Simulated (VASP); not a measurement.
# AlGa2N3: single point with PBE

AlGa2N3:

```
CELL_PARAMETERS angstrom
3.18857 0.00000 0.00000
-1.59428 2.76138 0.00000
0.00000 0.00000 15.51718
ATOMIC_POSITIONS crystal
Al 0.33333 0.66667 0.33038
Al 0.66667 0.33333 0.16986
N 0.33333 0.66667 0.13280
N 0.66667 0.33333 0.29278
N 0.33333 0.66667 0.45331
N 0.66667 0.33333 0.62352
N 0.33333 0.66667 0.79309
N 0.66667 0.33333 0.96265
Ga 0.33333 0.66667 0.66555
Ga 0.66667 0.33333 0.49604
Ga 0.33333 0.66667 0.00491
Ga 0.66667 0.33333 0.83512
```

| Property | Result |
| --- | --- |
| Program | VASP 6.6.1 |
| Task | single point |
| Functional | PBE |
| Potentials or basis | VASP PAW PBE potentials, release 64 (Al, N, Ga_d) |
| Cutoff | 520 eV |
| k mesh | 12 × 12 × 2 |
| Occupations | gaussian, width 0.02 eV |
| Spin | no spin polarisation |

* Pressure: 0.0 GPa
* Largest force: 0.018 eV/Å
* Band gap on the k mesh: 2.19 eV, direct

Forces on the atoms (eV/Å):
```
Al   0.000  0.000  0.007
Al   0.000  0.000  0.006
N    0.000  0.000  0.011
N    0.000  0.000 -0.008
N    0.000  0.000 -0.018
N    0.000  0.000 -0.002
N    0.000  0.000  0.000
N    0.000  0.000  0.001
Ga   0.000  0.000 -0.001
Ga   0.000  0.000  0.007
Ga   0.000  0.000 -0.003
Ga   0.000  0.000  0.000
```

Stress tensor (GPa, compression positive):
```
-0.08  0.00  0.00
 0.00 -0.08  0.00
 0.00  0.00  0.03
```

Levels at points of the mesh, in eV from the valence-band top:
| k point | band 40 | band 41 | band 42 | band 43 | band 44 | band 45 | band 46 | band 47 | band 48 | band 49 |
| --- | --- | --- | --- | --- | --- | --- | --- | --- | --- | --- |
| (0.00, 0.00, 0.00) | -0.25 | -0.25 | -0.17 | 0.00 | 0.00 | 2.19 | 3.68 | 3.98 | 4.37 | 4.84 |
| (0.50, 0.00, 0.00) | -1.58 | -1.52 | -1.46 | -1.45 | -1.00 | 3.98 | 4.24 | 4.96 | 5.07 | 5.13 |
| (0.00, 0.00, 0.50) | -0.54 | -0.24 | -0.24 | 0.00 | 0.00 | 2.57 | 3.11 | 4.28 | 4.39 | 4.84 |
| (0.50, 0.00, 0.50) | -1.86 | -1.84 | -1.73 | -1.21 | -1.07 | 4.30 | 4.41 | 4.51 | 4.99 | 5.18 |

Wall time 12 min on 1 thread of Intel Xeon 8259CL, with other jobs on the host, peak memory 0.38 GiB.

A k mesh can miss the band edges. A hybrid or GW would open this gap; PBE tends to underestimate it.
